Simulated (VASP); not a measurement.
# AlNi3 (Fm-3m) in VASP: single point with r2SCAN

Aim: the single point of AlNi3 with r2SCAN.

Everything below comes from runs of VASP 6.6.1. Logs are shortened: lines on timing, memory, paths and dates and some standing lists are left out, and cuts for length are marked.

## (1) The cell of the first run

It takes space group Fm-3m (No. 225, cubic). Conventional cell: a = 5.604 Å, b = 5.604 Å, c = 5.604 Å, α = 90.00°, β = 90.00°, γ = 90.00°. Within 3.2 Å of Al (site symmetry m-3m) lie 14 Ni at 2.43 to 2.80 Å. Within 3.2 Å of Ni (site symmetry -43m) lie 4 Al at 2.43 Å and 10 Ni at 2.43 to 2.80 Å. Within 3.2 Å of Ni (site symmetry m-3m) lie 8 Ni at 2.43 Å and 6 Al at 2.80 Å.

## (2) Single point, r2SCAN

File POSCAR:

```
AlNi3
1.0
    0.0000000000      2.8018887551      2.8018887551
    2.8018887551      0.0000000000      2.8018887551
    2.8018887551      2.8018887551      0.0000000000
Al Ni
1 3
Direct
    0.5000000000      0.5000000000      0.5000000000
    0.2500000000      0.2500000000      0.2500000000
    0.0000000000      0.0000000000      0.0000000000
    0.7500000000      0.7500000000      0.7500000000
```

File INCAR.step1:

```
PREC     = Accurate       # precision mode
ENCUT    = 760            # plane-wave cutoff, eV
ISMEAR   = 0              # smearing method
SIGMA    = 0.1            # smearing width, eV
LREAL    = False          # projectors in reciprocal space
LASPH    = True           # aspherical terms in the spheres
NELM     = 120            # most SCF steps
NBANDS   = 36             # bands
GGA      = PE             # functional
ALGO     = Normal         # electronic algorithm
EDIFF    = 1E-5           # SCF threshold, eV
LWAVE    = True           # write WAVECAR
LCHARG   = False          # write CHGCAR
GGA_COMPAT= False
```

File INCAR.step2:

```
PREC     = Accurate       # precision mode
ENCUT    = 760            # plane-wave cutoff, eV
EDIFF    = 1E-6           # SCF threshold, eV
ISMEAR   = 0              # smearing method
SIGMA    = 0.1            # smearing width, eV
LREAL    = False          # projectors in reciprocal space
LASPH    = True           # aspherical terms in the spheres
NELM     = 120            # most SCF steps
ALGO     = Normal         # electronic algorithm
ISIF     = 2              # what is computed and relaxed
LWAVE    = False          # write WAVECAR
LCHARG   = False          # write CHGCAR
METAGGA  = R2SCAN         # meta-GGA
LMIXTAU  = True         
NBANDS   = 36             # bands
ISTART   = 1            
GGA_COMPAT= False
```

File KPOINTS:

```
regular mesh
0
Gamma
  1 1 1
```

Potentials or basis: VASP PAW PBE potentials, release 64 (Al, Ni_sv_GW).

Command:

```bash
cat potpaw_PBE.64/Al/POTCAR potpaw_PBE.64/Ni_sv_GW/POTCAR > POTCAR
cp INCAR.step1 INCAR
mpirun -np 1 vasp_gam > vasp.out
cp INCAR.step2 INCAR
mpirun -np 1 vasp_gam > vasp.out
```

OUTCAR:

```text
PREC = Accurate
   ENCUT = 760
   EDIFF = 1E-6
   ISMEAR = 0
   LREAL = False
   LASPH = True
   NELM = 120
   ISIF = 2
   METAGGA = R2SCAN
   ISTART = 1

 ion  position               nearest neighbor table
   1  0.500  0.500  0.500-   2 2.43   4 2.43   2 2.43   2 2.43   4 2.43   2 2.43   4 2.43   4 2.43
                             3 2.80   3 2.80   3 2.80   3 2.80   3 2.80   3 2.80
   2  0.250  0.250  0.250-   3 2.43   1 2.43   3 2.43   1 2.43   3 2.43   3 2.43   1 2.43   1 2.43

   3  0.000  0.000  0.000-   4 2.43   2 2.43   4 2.43   2 2.43   4 2.43   4 2.43   2 2.43   2 2.43
                             1 2.80   1 2.80   1 2.80   1 2.80   1 2.80   1 2.80
   4  0.750  0.750  0.750-   1 2.43   3 2.43   1 2.43   1 2.43   3 2.43   1 2.43   3 2.43   3 2.43

  LATTYP: Found a face centered cubic cell.
 ALAT       =     5.6037775102

  Lattice vectors:

 A1 = (   0.0000000000,   2.8018887551,   2.8018887551)
 A2 = (   2.8018887551,   0.0000000000,   2.8018887551)
 A3 = (   2.8018887551,   2.8018887551,   0.0000000000)

Analysis of symmetry for initial positions (statically):
=====================================================================
 Subroutine PRICEL returns:
 Original cell was already a primitive cell.

 Routine SETGRP: Setting up the symmetry group for a
 face centered cubic supercell.

 Subroutine GETGRP returns: Found 48 space group operations
 (whereof 48 operations were pure point group operations)
 out of a pool of 48 trial point group operations.

The static configuration has the point symmetry O_h .

Analysis of symmetry for dynamics (positions and initial velocities):
=====================================================================
 Subroutine PRICEL returns:
 Original cell was already a primitive cell.

 Routine SETGRP: Setting up the symmetry group for a
 face centered cubic supercell.

 Subroutine GETGRP returns: Found 48 space group operations
 (whereof 48 operations were pure point group operations)
 out of a pool of 48 trial point group operations.

The dynamic configuration has the point symmetry O_h .

 Subroutine INISYM returns: Found 48 space group operations
 (whereof 48 operations are pure point group operations),
 and found     1 'primitive' translations

----------------------------------------------------------------------------------------

                                     Primitive cell
[... 70 lines left out ...]
   NELM   =    120;   NELMIN=  2; NELMDL=  0     # of ELM steps
   EDIFF  = 0.1E-05   stopping-criterion for ELM
   LREAL  =      F    real-space projection
   EDIFFG = 0.1E-04   stopping-criterion for IOM
   NSW    =      0    number of steps for IOM
   IBRION =     -1    ionic relax: 0-MD 1-quasi-New 2-CG
   NFREE  =      0    steps in history (QN), initial steepest desc. (CG)
   ISIF   =      2    stress and relaxation
   ISYM   =      2    0-nonsym 1-usesym 2-fastsym
   POTIM  = 0.5000    time-step for ionic-motion
   TEBEG  =    0.0;   TEEND  =   0.0 temperature during run
   PSTRESS=    0.0 pullay stress
   NELECT =      57.0000    total number of electrons
   NUPDOWN=      -1.0000    fix difference up-down
   EMIN   =  10.00;   EMAX   =-10.00  energy-range for DOS
   EFERMI =   0.00;   METHOD = LEGACY
   ISMEAR =     0;   SIGMA  =   0.10  broadening in eV -4-tet -1-fermi 0-gaus
   EFERMI_NEDOS =   21; number of points for ismear=-14 and -15
   IALGO  =     38    algorithm
   IMIX   =      4    mixing-type and parameters
     AMIX     =   0.40;   BMIX     =  1.00
     AMIX_MAG =   1.60;   BMIX_MAG =  1.00
  volume/ion in A,a.u.               =      11.00        74.22
  Fermi-wavevector in a.u.,A,eV,Ry     =   1.784729  3.372648 43.338050  3.185257
  Thomas-Fermi vector in A             =   2.848656
   LORBIT       =      0    0 simple, 1 ext, 2 COOP (PROOUT), +10 PAW based schemes
   METAGGA = R2SCAN    functional components
   LHFCALC =     F    Hartree Fock is set to
   AEXX    =    0.0000 exact exchange contribution
   IVDW    =     0    specifies the selected vdW correction
   LEPSILON=     F    determine dielectric tensor
   LRPA    =     F    only Hartree local field effects (RPA)
 non-spin polarized calculation
 Gauss-broadening in eV      SIGMA  =   0.10
  energy-cutoff  :      760.00
  volume of cell :       43.99
 maximum number of plane-waves:      1043
 NGX is ok and might be reduce to    36
   NGX = 17   NGY = 17   NGZ = 17

 number of electron      57.0000042 magnetization

 Free energy of the ion-electron system (eV)
  ---------------------------------------------------
  ext. energy  EPLUGINS =         0.00000000
  ---------------------------------------------------
  free energy    TOTEN  =       -40.03423834 eV

  energy without entropy =      -39.92823557  energy(sigma->0) =      -39.98123695

 E-fermi :  14.4446     XC(G=0): -14.2093

 val. band max:        9.1828498792   @ k =   0.0000   0.0000   0.0000
 cond. band min:      14.5129597454   @ k =   0.0000   0.0000   0.0000
 fundamental gap:      5.3301098662
 Fermi energy:        14.4445528204

 k-point     1 :       0.0000    0.0000    0.0000
  band No.  band energies     occupation
      1     -97.0289      2.00000
      2     -96.6422      2.00000
      3     -96.6369      2.00000
      4     -56.0212      2.00000
      5     -56.0212      2.00000
      6     -56.0212      2.00000
[... 28 lines left out ...]
     35      16.5693      0.00000
     36      18.0324      0.00000

------------------------ aborting loop because EDIFF is reached ----------------------------------------

  FORCE on cell =-STRESS in cart. coord.  units (eV):
  Direction    XX          YY          ZZ          XY          YZ          ZX
  --------------------------------------------------------------------------------------
  -------------------------------------------------------------------------------------
  Total        0.8704129      0.8704129      0.8704129      0.0000000      0.0000000      0.0000000
  in kB       31.6995617     31.6995617     31.6995617      0.0000000      0.0000000      0.0000000
  external PRESSURE =      31.6995617 kB  Pullay stress =       0.0000000 kB

 VOLUME and BASIS-vectors are now :
 -----------------------------------------------------------------------------
  energy-cutoff  :      760.00
  volume of cell :       43.99
      direct lattice vectors                 reciprocal lattice vectors
     0.000000000  2.801888755  2.801888755    -0.178451053  0.178451053  0.178451053
     2.801888755  0.000000000  2.801888755     0.178451053 -0.178451053  0.178451053
     2.801888755  2.801888755  0.000000000     0.178451053  0.178451053 -0.178451053

 POSITION                                       TOTAL-FORCE (eV/Angst)
 -----------------------------------------------------------------------------------
      2.80189      2.80189      2.80189         0.000000     -0.000000     -0.000000
      1.40094      1.40094      1.40094         0.000000      0.000000      0.000000
      0.00000      0.00000      0.00000         0.000000     -0.000000     -0.000000
      4.20283      4.20283      4.20283        -0.000000     -0.000000     -0.000000
 -----------------------------------------------------------------------------------
    total drift:                                0.000000      0.000000      0.000000

  FREE ENERGIE OF THE ION-ELECTRON SYSTEM (eV)
  ---------------------------------------------------
  free  energy   TOTEN  =       -40.0342383432 eV

  energy  without entropy=      -39.9282355666  energy(sigma->0) =      -39.98123695
```

OUTCAR.step1:

```text
PREC = Accurate
   ENCUT = 760
   ISMEAR = 0
   LREAL = False
   LASPH = True
[... 244 lines left out ...]
      2.80189      2.80189      2.80189        -0.000000      0.000000      0.000000
      1.40094      1.40094      1.40094         0.000000      0.000000      0.000000
      0.00000      0.00000      0.00000        -0.000000      0.000000      0.000000
      4.20283      4.20283      4.20283        -0.000000     -0.000000     -0.000000
 -----------------------------------------------------------------------------------
    total drift:                                0.000000      0.000000      0.000000

  FREE ENERGIE OF THE ION-ELECTRON SYSTEM (eV)
  ---------------------------------------------------
  free  energy   TOTEN  =       -17.6076333993 eV

  energy  without entropy=      -17.5016306226  energy(sigma->0) =      -17.55463201
```

Wall time 37 s (1 thread of Intel Xeon Platinum 8488C (Sapphire Rapids), shared host); peak memory 0.22 GiB.

What came out:

| Property | Result |
| --- | --- |
| Free energy | -40.0342 eV |
| Pressure | 3.2 GPa |
| Band gap on the k mesh | zero (an odd number of electrons rules out a gap without spin polarisation) |

Caveat: the k points lie up to 1.94 Å⁻¹ apart, too coarse for converged energies and pressures of a metal; the PAW data sets were made with another functional, which shifts forces and pressure a little. Spin polarisation is off, so any magnetic state and its effect on volume and gap are missing.

The gap in the log of VASP goes by the Fermi energy; the results here count the filled bands.